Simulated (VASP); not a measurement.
# Nb4H in VASP: notebook

The runs below take Nb4H through single point, with LDA.

All numbers are computed with VASP 6.6.1; they aren't measurements. Logs are shortened: lines on timing, memory, paths and dates and some standing lists are left out, and cuts for length are marked.

### Step 1. The cell of the first run

The cell holds a slab with vacuum, 5 atoms: a = 2.927 Å, b = 4.139 Å, c = 21.258 Å, α = 90.00°, β = 90.00°, γ = 90.00°.

### Step 2. Single point, LDA

Contents of INCAR:

```
ALGO = Normal
DIPOL = 0.5 0.5 0.319
EDIFF = 1E-6
ENCUT = 520
GGA = CA
IDIPOL = 3
ISIF = 2
ISMEAR = 0
LASPH = True
LCHARG = True
LDIPOL = True
LELF = True
LREAL = False
LVACPOTAV = True
LVHAR = True
LWAVE = False
NBANDS = 34
NELM = 60
PREC = Accurate
SIGMA = 0.1
```

Contents of KPOINTS:

```
k-points
0
Gamma
  9 7 1
```

Contents of POSCAR:

```
Nb4H
1.0
    2.9270177669      0.0000000000      0.0000000000
    0.0000000000      4.1394282232      0.0000000000
    0.0000000000      0.0000000000     21.2576690685
Nb H
4 1
Direct
    0.5000000000      0.5000000000      0.1881673850
    0.0000000000      0.0000000000      0.2570135449
    0.5000000000      0.5000000000      0.3306382692
    0.0000000000      0.0000000000      0.3884559987
    0.0000000000      0.5000000000      0.4312640788
```

Potentials or basis: VASP PAW LDA potentials, release 64 (Nb_sv, H).

Started as:

```bash
> cat potpaw_LDA.64/Nb_sv/POTCAR potpaw_LDA.64/H/POTCAR > POTCAR
> mpirun -np 1 vasp_std > vasp.out
```

OUTCAR:

```text
EDIFF = 1E-6
   ENCUT = 520
   GGA = CA
   ISIF = 2
   ISMEAR = 0
   LASPH = True
   LREAL = False
   NELM = 60
   PREC = Accurate

 ion  position               nearest neighbor table
   1  0.500  0.500  0.188-   2 2.93   2 2.93   2 2.93   2 2.93   3 3.03
   2  0.000  0.000  0.257-   4 2.79   1 2.93   1 2.93   1 2.93   1 2.93   3 2.98   3 2.98   3 2.98
                             3 2.98
   3  0.500  0.500  0.331-   4 2.82   4 2.82   4 2.82   4 2.82   2 2.98   2 2.98   2 2.98   2 2.98
                             1 3.03
   4  0.000  0.000  0.388-   2 2.79   3 2.82   3 2.82   3 2.82   3 2.82
   5  0.000  0.500  0.431-

  LATTYP: Found a simple orthorhombic cell.
 ALAT       =     2.9270177669
 B/A-ratio  =     1.4142135624
 C/A-ratio  =     7.2625691955

  Lattice vectors:

 A1 = (   2.9270177669,   0.0000000000,   0.0000000000)
 A2 = (   0.0000000000,   4.1394282232,   0.0000000000)
 A3 = (   0.0000000000,   0.0000000000,  21.2576690685)

Analysis of symmetry for initial positions (statically):
=====================================================================
 Subroutine PRICEL returns:
 Original cell was already a primitive cell.

 Routine SETGRP: Setting up the symmetry group for a
 simple orthorhombic supercell.

 Subroutine GETGRP returns: Found  4 space group operations
 (whereof  4 operations were pure point group operations)
 out of a pool of  8 trial point group operations.

The static configuration has the point symmetry C_2v.

Analysis of symmetry for dynamics (positions and initial velocities):
=====================================================================
 Subroutine PRICEL returns:
 Original cell was already a primitive cell.

 Routine SETGRP: Setting up the symmetry group for a
 simple orthorhombic supercell.

 Subroutine GETGRP returns: Found  4 space group operations
 (whereof  4 operations were pure point group operations)
 out of a pool of  8 trial point group operations.

The dynamic configuration has the point symmetry C_2v.

 Subroutine INISYM returns: Found  4 space group operations
 (whereof  4 operations are pure point group operations),
 and found     1 'primitive' translations

----------------------------------------------------------------------------------------

                                     Primitive cell

  volume of cell :     257.5617

  direct lattice vectors                    reciprocal lattice vectors
     2.927017767  0.000000000  0.000000000     0.341644663  0.000000000  0.000000000
     0.000000000  4.139428223  0.000000000     0.000000000  0.241579258  0.000000000
     0.000000000  0.000000000 21.257669069     0.000000000  0.000000000  0.047041846

  length of vectors
     2.927017767  4.139428223 21.257669069     0.341644663  0.241579258  0.047041846

  position of ions in fractional coordinates (direct lattice)
     0.500000000  0.500000000  0.188167385
     0.000000000  0.000000000  0.257013545
     0.500000000  0.500000000  0.330638269
     0.000000000  0.000000000  0.388455999
     0.000000000  0.500000000  0.431264079

  ion indices of the primitive-cell ions
   primitive index   ion index
                 1           1
                 2           2
                 3           3
                 4           4
                 5           5

----------------------------------------------------------------------------------------

 KPOINTS: k-points

Automatic generation of k-mesh.
 Grid dimensions read from file:
 generate k-points for:    9    7    1

 Generating k-lattice:

  Cartesian coordinates                     Fractional coordinates (reciprocal lattice)
     0.037960518  0.000000000  0.000000000     0.111111111  0.000000000  0.000000000
     0.000000000  0.034511323  0.000000000     0.000000000  0.142857143  0.000000000
     0.000000000  0.000000000  0.047041846     0.000000000  0.000000000  1.000000000

  Length of vectors
     0.037960518  0.034511323  0.047041846

  Shift w.r.t. Gamma in fractional coordinates (k-lattice)
     0.000000000  0.000000000  0.000000000

 Subroutine IBZKPT returns following result:
 ===========================================

 Found     20 irreducible k-points:

 Following reciprocal coordinates:
            Coordinates               Weight
  0.000000  0.000000  0.000000      1.000000
  0.111111  0.000000  0.000000      2.000000
  0.222222  0.000000  0.000000      2.000000
  0.333333  0.000000  0.000000      2.000000
  0.444444  0.000000  0.000000      2.000000
  0.000000  0.142857  0.000000      2.000000
[... 12 lines left out ...]
  0.333333  0.428571  0.000000      4.000000
  0.444444  0.428571  0.000000      4.000000
   k-points           NKPTS =     20   k-points in BZ     NKDIM =     20   number of bands    NBANDS=     34
   number of dos      NEDOS =    301   number of ions     NIONS =      5
   total plane-waves  NPLWV = 122880
   dimension x,y,z NGX =    24 NGY =   32 NGZ =  160
   dimension x,y,z NGXF=    48 NGYF=   64 NGZF=  320
   ions per type =               4   1
   NGX,Y,Z   is equivalent  to a cutoff of  13.63, 12.85, 12.51 a.u.
   NGXF,Y,Z  is equivalent  to a cutoff of  27.26, 25.70, 25.03 a.u.
 SYSTEM =  unknown system
   PREC   = accura    normal or accurate (medium, high low for compatibility)
   ISTART =      0    job   : 0-new  1-cont  2-samecut
   ICHARG =      2    charge: 1-file 2-atom 10-const
   ISPIN  =      1    spin polarized calculation?
   LNONCOLLINEAR =      F non collinear calculations
   LSORBIT =      F    spin-orbit coupling
   LASPH  =      T    aspherical Exc in radial PAW
   ENCUT  =  520.0 eV  38.22 Ry    6.18 a.u.   5.44  7.70 39.53*2*pi/ulx,y,z
   NELM   =     60;   NELMIN=  2; NELMDL= -5     # of ELM steps
   EDIFF  = 0.1E-05   stopping-criterion for ELM
   LREAL  =      F    real-space projection
   EDIFFG = 0.1E-04   stopping-criterion for IOM
   NSW    =      0    number of steps for IOM
   IBRION =     -1    ionic relax: 0-MD 1-quasi-New 2-CG
   NFREE  =      0    steps in history (QN), initial steepest desc. (CG)
   ISIF   =      2    stress and relaxation
   ISYM   =      2    0-nonsym 1-usesym 2-fastsym
   POTIM  = 0.5000    time-step for ionic-motion
   TEBEG  =    0.0;   TEEND  =   0.0 temperature during run
   PSTRESS=    0.0 pullay stress
   NELECT =      53.0000    total number of electrons
   NUPDOWN=      -1.0000    fix difference up-down
   EMIN   =  10.00;   EMAX   =-10.00  energy-range for DOS
   EFERMI =   0.00;   METHOD = LEGACY
   ISMEAR =     0;   SIGMA  =   0.10  broadening in eV -4-tet -1-fermi 0-gaus
   EFERMI_NEDOS =   21; number of points for ismear=-14 and -15
   IALGO  =     38    algorithm
   IMIX   =      4    mixing-type and parameters
     AMIX     =   0.40;   BMIX     =  1.00
     AMIX_MAG =   1.60;   BMIX_MAG =  1.00
  volume/ion in A,a.u.               =      51.51       347.62
  Fermi-wavevector in a.u.,A,eV,Ry     =   0.966510  1.826439 12.709767  0.934142
  Thomas-Fermi vector in A             =   2.096318
   LORBIT       =      0    0 simple, 1 ext, 2 COOP (PROOUT), +10 PAW based schemes
   GGA     = CA    functional components
   LHFCALC =     F    Hartree Fock is set to
   AEXX    =    0.0000 exact exchange contribution
   IVDW    =     0    specifies the selected vdW correction
   LEPSILON=     F    determine dielectric tensor
   LRPA    =     F    only Hartree local field effects (RPA)
 non-spin polarized calculation
 Gauss-broadening in eV      SIGMA  =   0.10
  energy-cutoff  :      520.00
  volume of cell :      257.56
 maximum number of plane-waves:      6993
 NGX is ok and might be reduce to    24
   NGX = 11   NGY = 15   NGZ = 79

 dipolmoment           0.000000      0.000000     -0.300014 electrons x Angstroem

 number of electron      52.9999999 magnetization

 dipolmoment           0.000000      0.000000      0.043384 electrons x Angstroem

 Free energy of the ion-electron system (eV)
  ---------------------------------------------------
  ext. energy  EPLUGINS =         0.00000000
  ---------------------------------------------------
  free energy    TOTEN  =       -43.38524026 eV

  energy without entropy =      -43.35416537  energy(sigma->0) =      -43.36970281

 E-fermi :   0.3496     XC(G=0):  -4.7388

 val. band max:        0.3179346084   @ k =   0.4444   0.2857   0.0000
 cond. band min:       0.3685712028   @ k =   0.0000   0.1429   0.0000
 fundamental gap:      0.0506365943
 Fermi energy:         0.3496126532

 k-point     1 :       0.0000    0.0000    0.0000
  band No.  band energies     occupation
      1     -54.2461      2.00000
      2     -54.1850      2.00000
      3     -53.9338      2.00000
      4     -53.8597      2.00000
      5     -30.9072      2.00000
      6     -30.6593      2.00000
[... 26 lines left out ...]
     33       2.2367      0.00000
     34       2.6010      0.00000

 k-point     2 :       0.1111    0.0000    0.0000
  band No.  band energies     occupation
      1     -54.2325      2.00000
      2     -54.1705      2.00000
      3     -53.9264      2.00000
      4     -53.8575      2.00000
      5     -30.8642      2.00000
      6     -30.6598      2.00000
[... 26 lines left out ...]
     33       2.4353      0.00000
     34       2.5415      0.00000

 k-point     3 :       0.2222    0.0000    0.0000
  band No.  band energies     occupation
      1     -54.1984      2.00000
      2     -54.1309      2.00000
      3     -53.9080      2.00000
      4     -53.8533      2.00000
      5     -30.7424      2.00000
      6     -30.6842      2.00000
[... 26 lines left out ...]
     33       2.5536      0.00000
     34       2.5747      0.00000
[... 556 lines left out ...]
 k-point    19 :       0.3333    0.4286    0.0000
  band No.  band energies     occupation
      1     -54.1524      2.00000
      2     -54.0551      2.00000
      3     -53.8986      2.00000
      4     -53.8711      2.00000
      5     -30.8681      2.00000
      6     -30.8219      2.00000
[... 26 lines left out ...]
     33       2.3912      0.00000
     34       2.5707      0.00000

 k-point    20 :       0.4444    0.4286    0.0000
  band No.  band energies     occupation
      1     -54.1341      2.00000
      2     -54.0353      2.00000
      3     -53.8806      2.00000
      4     -53.8536      2.00000
      5     -30.9784      2.00000
      6     -30.9593      2.00000
[... 26 lines left out ...]
     33       2.4408      0.00000
     34       2.9551      0.00000

------------------------ aborting loop because EDIFF is reached ----------------------------------------

  FORCE on cell =-STRESS in cart. coord.  units (eV):
  Direction    XX          YY          ZZ          XY          YZ          ZX
  --------------------------------------------------------------------------------------
  -------------------------------------------------------------------------------------
  Total       -6.5651104     -7.2712228     -3.5314677      0.0000000      0.0000000      0.0000000
  in kB      -40.8386387    -45.2310510    -21.9676938      0.0000000      0.0000000      0.0000000
  external PRESSURE =     -36.0124612 kB  Pullay stress =       0.0000000 kB

 VOLUME and BASIS-vectors are now :
 -----------------------------------------------------------------------------
  energy-cutoff  :      520.00
  volume of cell :      257.56
      direct lattice vectors                 reciprocal lattice vectors
     2.927017767  0.000000000  0.000000000     0.341644663  0.000000000  0.000000000
     0.000000000  4.139428223  0.000000000     0.000000000  0.241579258  0.000000000
     0.000000000  0.000000000 21.257669069     0.000000000  0.000000000  0.047041846

 POSITION                                       TOTAL-FORCE (eV/Angst)
 -----------------------------------------------------------------------------------
      1.46351      2.06971      4.00000         0.000000      0.000000      1.244635
      0.00000      0.00000      5.46351         0.000000      0.000000     -1.244534
      1.46351      2.06971      7.02860         0.000000      0.000000      0.406875
      0.00000      0.00000      8.25767         0.000000      0.000000      0.854723
      0.00000      2.06971      9.16767         0.000000      0.000000     -1.261700
 -----------------------------------------------------------------------------------
    total drift:                                0.000000      0.000000      0.000301

  FREE ENERGIE OF THE ION-ELECTRON SYSTEM (eV)
  ---------------------------------------------------
  free  energy   TOTEN  =       -43.3852402566 eV

  energy  without entropy=      -43.3541653727  energy(sigma->0) =      -43.36970281

 vacuum level on the upper side and lower side of the slab         4.832         4.184
```

It took 2.9 min on 1 thread of Intel Xeon 6975P-C (Granite Rapids), shared host; peak memory 0.34 GiB.

What came out:

```
Free energy   : -43.3852 eV
Largest force : 1.262 eV/Å
```

Forces in eV/Å, atoms in the order of the input:
```
Nb   0.000  0.000  1.245
Nb   0.000  0.000 -1.245
Nb   0.000  0.000  0.407
Nb   0.000  0.000  0.855
H    0.000  0.000 -1.262
```

(Part 1 of 2 ends here.)
